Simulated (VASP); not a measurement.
# Ca2C (Pnma) in VASP: single point with PBEsol

Aim: the single point of Ca2C with PBEsol.

Program: VASP 6.6.1. These are calculated values, not measurements. Logs are shortened: lines on timing, memory, paths and dates and some standing lists are left out, and cuts for length are marked.

## Step 1: The cell of the first run

The structure is orthorhombic, space group Pnma (No. 62). Conventional cell: a = 5.962 Å, b = 3.942 Å, c = 7.206 Å, α = 90.00°, β = 90.00°, γ = 90.00°. Ca (site symmetry m) has 4 C at 2.37 to 2.43 Å and 8 Ca at 2.78 to 3.09 Å within 3.1 Å. Within 3.2 Å of Ca (site symmetry m) lie 5 C at 2.41 to 2.94 Å and 8 Ca at 2.78 to 3.16 Å. C (site symmetry m) has 9 Ca at 2.37 to 2.94 Å within 3.1 Å.

## Step 2: Single point, PBEsol

INCAR reads:

```
PREC = Accurate ; ENCUT = 520
EDIFF = 1E-6 ; ISMEAR = 0
SIGMA = 0.02 ; LREAL = F
LASPH = T ; NELM = 100
ALGO = Normal ; ISIF = 2
LWAVE = F ; LCHARG = T
GGA = PS ; LELF = T
LVHAR = T ; NBANDS = 60
```

KPOINTS reads:

```
Automatic mesh
0
Gamma
  6 10 6
```

POSCAR reads:

```
Ca2C
1.0
    5.9618485163      0.0000000000      0.0000000000
    0.0000000000      3.9420099933      0.0000000000
    0.0000000000      0.0000000000      7.2057929070
Ca C
8 4
Direct
    0.3452434092      0.7500000000      0.0883713375
    0.6547565908      0.2500000000      0.9116286625
    0.8452434092      0.7500000000      0.4116286625
    0.1547565908      0.2500000000      0.5883713375
    0.0113557918      0.2500000000      0.1767862593
    0.9886442082      0.7500000000      0.8232137407
    0.5113557918      0.2500000000      0.3232137407
    0.4886442082      0.7500000000      0.6767862593
    0.7509495065      0.2500000000      0.5930314582
    0.2490504935      0.7500000000      0.4069685418
    0.2509495065      0.2500000000      0.9069685418
    0.7490504935      0.7500000000      0.0930314582
```

Potentials or basis: VASP PAW PBE potentials, release 64 (Ca_sv, C).

Started as:

```
cat potpaw_PBE.64/Ca_sv/POTCAR potpaw_PBE.64/C/POTCAR > POTCAR
mpirun -np 1 vasp_std > vasp.out
```

OUTCAR:

```text
PREC = Accurate
   ENCUT = 520
   EDIFF = 1E-6
   ISMEAR = 0
   LREAL = F
   LASPH = T
   NELM = 100
   ISIF = 2
   GGA = PS

 ion  position               nearest neighbor table
   1  0.345  0.750  0.088-  10 2.37  12 2.41  11 2.43  11 2.43   7 2.78   7 2.78   6 2.86   5 2.87
                             5 2.87   2 2.99   2 2.99   8 3.09
   2  0.655  0.250  0.912-   9 2.37  11 2.41  12 2.43  12 2.43   8 2.78   8 2.78   5 2.86   6 2.87
                             6 2.87   1 2.99   1 2.99   7 3.09
   3  0.845  0.750  0.412-  12 2.37  10 2.41   9 2.43   9 2.43   5 2.78   5 2.78   8 2.86   7 2.87
                             7 2.87   4 2.99   4 2.99   6 3.09
   4  0.155  0.250  0.588-  11 2.37   9 2.41  10 2.43  10 2.43   6 2.78   6 2.78   7 2.86   8 2.87
                             8 2.87   3 2.99   3 2.99   5 3.09
   5  0.011  0.250  0.177-  11 2.41  12 2.59  12 2.59   3 2.78   3 2.78   2 2.86   1 2.87   1 2.87
                             4 3.09   7 3.16   7 3.16
   6  0.989  0.750  0.823-  12 2.41  11 2.59  11 2.59   4 2.78   4 2.78   1 2.86   2 2.87   2 2.87
                             3 3.09   8 3.16   8 3.16
   7  0.511  0.250  0.323-   9 2.41  10 2.59  10 2.59   1 2.78   1 2.78   4 2.86   3 2.87   3 2.87
                             2 3.09   5 3.16   5 3.16
   8  0.489  0.750  0.677-  10 2.41   9 2.59   9 2.59   2 2.78   2 2.78   3 2.86   4 2.87   4 2.87
                             1 3.09   6 3.16   6 3.16
   9  0.751  0.250  0.593-   2 2.37   4 2.41   7 2.41   3 2.43   3 2.43   8 2.59   8 2.59
  10  0.249  0.750  0.407-   1 2.37   3 2.41   8 2.41   4 2.43   4 2.43   7 2.59   7 2.59
  11  0.251  0.250  0.907-   4 2.37   2 2.41   5 2.41   1 2.43   1 2.43   6 2.59   6 2.59
  12  0.749  0.750  0.093-   3 2.37   1 2.41   6 2.41   2 2.43   2 2.43   5 2.59   5 2.59

  LATTYP: Found a simple orthorhombic cell.
 ALAT       =     3.9420099933
 B/A-ratio  =     1.5123879763
 C/A-ratio  =     1.8279489193

  Lattice vectors:

 A1 = (   0.0000000000,  -3.9420099933,   0.0000000000)
 A2 = (   5.9618485163,   0.0000000000,   0.0000000000)
 A3 = (   0.0000000000,   0.0000000000,   7.2057929070)

Analysis of symmetry for initial positions (statically):
=====================================================================
 Subroutine PRICEL returns:
 Original cell was already a primitive cell.

 Routine SETGRP: Setting up the symmetry group for a
 simple orthorhombic supercell.

 Subroutine GETGRP returns: Found  8 space group operations
 (whereof  2 operations were pure point group operations)
 out of a pool of  8 trial point group operations.

The static configuration has the point symmetry S_2 .
[... 149 lines left out ...]
   EFERMI =   0.00;   METHOD = LEGACY
   ISMEAR =     0;   SIGMA  =   0.02  broadening in eV -4-tet -1-fermi 0-gaus
   EFERMI_NEDOS =   21; number of points for ismear=-14 and -15
   IALGO  =     38    algorithm
   IMIX   =      4    mixing-type and parameters
     AMIX     =   0.40;   BMIX     =  1.00
     AMIX_MAG =   1.60;   BMIX_MAG =  1.00
  volume/ion in A,a.u.               =      14.11        95.23
  Fermi-wavevector in a.u.,A,eV,Ry     =   1.354893  2.560377 24.976703  1.835736
  Thomas-Fermi vector in A             =   2.482027
   LORBIT       =      0    0 simple, 1 ext, 2 COOP (PROOUT), +10 PAW based schemes
   GGA     = PS    functional components
   LHFCALC =     F    Hartree Fock is set to
   AEXX    =    0.0000 exact exchange contribution
   IVDW    =     0    specifies the selected vdW correction
   LEPSILON=     F    determine dielectric tensor
   LRPA    =     F    only Hartree local field effects (RPA)
 non-spin polarized calculation
 Gauss-broadening in eV      SIGMA  =   0.02
  energy-cutoff  :      520.00
  volume of cell :      169.35
 maximum number of plane-waves:      4594
 NGX is ok and might be reduce to    48
   NGX = 23   NGY = 15   NGZ = 27

 number of electron      95.9999993 magnetization

 Free energy of the ion-electron system (eV)
  ---------------------------------------------------
  ext. energy  EPLUGINS =         0.00000000
  ---------------------------------------------------
  free energy    TOTEN  =       -48.37488461 eV

  energy without entropy =      -48.37488461  energy(sigma->0) =      -48.37488461

 E-fermi :   5.7627     XC(G=0): -11.3806

 val. band max:        5.5973360992   @ k =   0.0000   0.0000   0.0000
 cond. band min:       6.1724030239   @ k =   0.0000   0.0000   0.0000
 fundamental gap:      0.5750669247
 Fermi energy:         5.7627469836

 k-point     1 :       0.0000    0.0000    0.0000
  band No.  band energies     occupation
      1     -34.3035      2.00000
      2     -34.1627      2.00000
      3     -34.1180      2.00000
      4     -34.0631      2.00000
      5     -33.5637      2.00000
      6     -33.4544      2.00000
[... 1501 lines left out ...]
     59       9.0089      0.00000
     60       9.0089      0.00000

 [... further k-points ...]

------------------------ aborting loop because EDIFF is reached ----------------------------------------

  FORCE on cell =-STRESS in cart. coord.  units (eV):
  Direction    XX          YY          ZZ          XY          YZ          ZX
  --------------------------------------------------------------------------------------
  -------------------------------------------------------------------------------------
  Total       25.9999334     26.0339048     26.0855591      0.0000000      0.0000000      0.0000000
  in kB      245.9814650    246.3028629    246.7915566      0.0000000      0.0000000      0.0000000
  external PRESSURE =     246.3586282 kB  Pullay stress =       0.0000000 kB

 VOLUME and BASIS-vectors are now :
 -----------------------------------------------------------------------------
  energy-cutoff  :      520.00
  volume of cell :      169.35
      direct lattice vectors                 reciprocal lattice vectors
     5.961848516  0.000000000  0.000000000     0.167733212  0.000000000  0.000000000
     0.000000000  3.942009993  0.000000000     0.000000000  0.253677693  0.000000000
     0.000000000  0.000000000  7.205792907     0.000000000  0.000000000  0.138777233

 POSITION                                       TOTAL-FORCE (eV/Angst)
 -----------------------------------------------------------------------------------
      2.05829      2.95651      0.63679        -0.001226      0.000000     -0.007268
      3.90356      0.98550      6.56901         0.001226      0.000000      0.007268
      5.03921      2.95651      2.96611        -0.001226      0.000000      0.007268
      0.92264      0.98550      4.23968         0.001226      0.000000     -0.007268
      0.06770      0.98550      1.27389         0.003910      0.000000      0.007309
      5.89415      2.95651      5.93191        -0.003910     -0.000000     -0.007309
      3.04863      0.98550      2.32901         0.003910      0.000000     -0.007309
      2.91322      2.95651      4.87678        -0.003910     -0.000000      0.007309
      4.47705      0.98550      4.27326        -0.001244      0.000000      0.005575
      1.48480      2.95651      2.93253         0.001244      0.000000     -0.005575
      1.49612      0.98550      6.53543        -0.001244      0.000000     -0.005575
      4.46573      2.95651      0.67037         0.001244      0.000000      0.005575
 -----------------------------------------------------------------------------------
    total drift:                               -0.000000      0.000000      0.000000

  FREE ENERGIE OF THE ION-ELECTRON SYSTEM (eV)
  ---------------------------------------------------
  free  energy   TOTEN  =       -48.3748846133 eV

  energy  without entropy=      -48.3748846133  energy(sigma->0) =      -48.37488461
```

OSZICAR:

```text
N       E                     dE             d eps       ncg     rms          rms(c)
DAV:   1     0.109768110535E+04    0.10977E+04   -0.47864E+04 11520   0.165E+03
DAV:   2     0.503907222653E+02   -0.10473E+04   -0.10215E+04 11568   0.508E+02
DAV:   3    -0.493029461630E+02   -0.99694E+02   -0.96274E+02 17296   0.120E+02
DAV:   4    -0.565189341863E+02   -0.72160E+01   -0.71761E+01 17472   0.281E+01
DAV:   5    -0.570749058129E+02   -0.55597E+00   -0.55540E+00 17072   0.681E+00    0.173E+01
DAV:   6    -0.485563712694E+02    0.85185E+01   -0.63905E+01 14568   0.207E+01    0.752E+00
DAV:   7    -0.484468232125E+02    0.10955E+00   -0.75722E+00 14792   0.739E+00    0.293E+00
DAV:   8    -0.483811388837E+02    0.65684E-01   -0.47310E-01 16532   0.249E+00    0.101E+00
DAV:   9    -0.483742944379E+02    0.68444E-02   -0.85281E-02 18496   0.843E-01    0.391E-01
DAV:  10    -0.483747103056E+02   -0.41587E-03   -0.10523E-02 15812   0.395E-01    0.161E-01
DAV:  11    -0.483749271505E+02   -0.21684E-03   -0.70860E-04 15184   0.124E-01    0.512E-02
DAV:  12    -0.483748843531E+02    0.42797E-04   -0.21330E-04 16092   0.554E-02    0.925E-03
DAV:  13    -0.483748848337E+02   -0.48064E-06   -0.24303E-05 16928   0.174E-02    0.377E-03
DAV:  14    -0.483748846133E+02    0.22037E-06   -0.16965E-06  8480   0.595E-03
   1 F= -.48374885E+02 E0= -.48374885E+02  d E =-.616005E-34
```

It took 13 min on 1 thread of AMD EPYC 7R43 (Zen 3), shared host; peak memory 0.7 GiB.

What came out:

| Item | Value |
| --- | --- |
| Free energy | -48.3749 eV |
| Pressure | 24.6 GPa |
| Largest force | 0.008 eV/Å |
| Band gap on the k mesh | 0.58 eV, direct |

Forces on the atoms (eV/Å):
```
Ca  -0.001  0.000 -0.007
Ca   0.001  0.000  0.007
Ca  -0.001  0.000  0.007
Ca   0.001  0.000 -0.007
Ca   0.004  0.000  0.007
Ca  -0.004  0.000 -0.007
Ca   0.004  0.000 -0.007
Ca  -0.004  0.000  0.007
C   -0.001  0.000  0.006
C    0.001  0.000 -0.006
C   -0.001  0.000 -0.006
C    0.001  0.000  0.006
```

Caveat: the PAW data sets were made with another functional, which shifts forces and pressure a little.
